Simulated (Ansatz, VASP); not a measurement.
One calculation of Ti3O, two programs

```xyz
8
Lattice="5.2555 0.0000 0.0000 -2.6277 4.5514 0.0000 0.0000 0.0000 4.8458" Properties=species:S:1:pos:R:3 pbc="T T T"
Ti   -1.7627    3.0531    3.6344
Ti   -0.8650    1.4982    1.2115
Ti    3.5254    0.0000    3.6344
Ti    1.7627    3.0531    1.2115
Ti    0.8650    1.4982    3.6344
Ti    1.7300    0.0000    1.2115
O     0.0000    0.0000    2.4229
O     0.0000    0.0000    0.0000
```

Change from the starting cell: strain +0.0375 x Voigt [1, 1, 0, 0, 0, 0], atoms carried along.

Alike in both runs: task single point; functional PBEsol; k mesh 12 × 12 × 8; occupations gaussian, width 0.15 eV; no spin polarisation.

|  | VASP | Ansatz |
| --- | --- | --- |
| version | VASP 6.6.1 | Ansatz 0.2.0 |
| potentials or method | VASP PAW PBE potentials, release 64 (Ti_sv, O), cutoff 520 eV | scalar-relativistic, plane waves, PAW |
| valence electrons in the cell | 84 | 84 |

```csv
,VASP,Ansatz,Ansatz less VASP
gap on the k mesh at the Fermi level (eV),none,none,-
pressure (GPa),-10.3,-10.6,-0.26
"traceless stress, the component that is largest in VASP (GPa)",3.56,3.53,-0.030
rms of the force components (eV/Å),0.274,0.296,+0.0227
```

VASP's potentials were made for PBE, not for PBEsol. Atom by atom the forces differ by 0.023 eV/Å (rms over components). A gap of «none» marks a metal or a gap that the smearing closes.
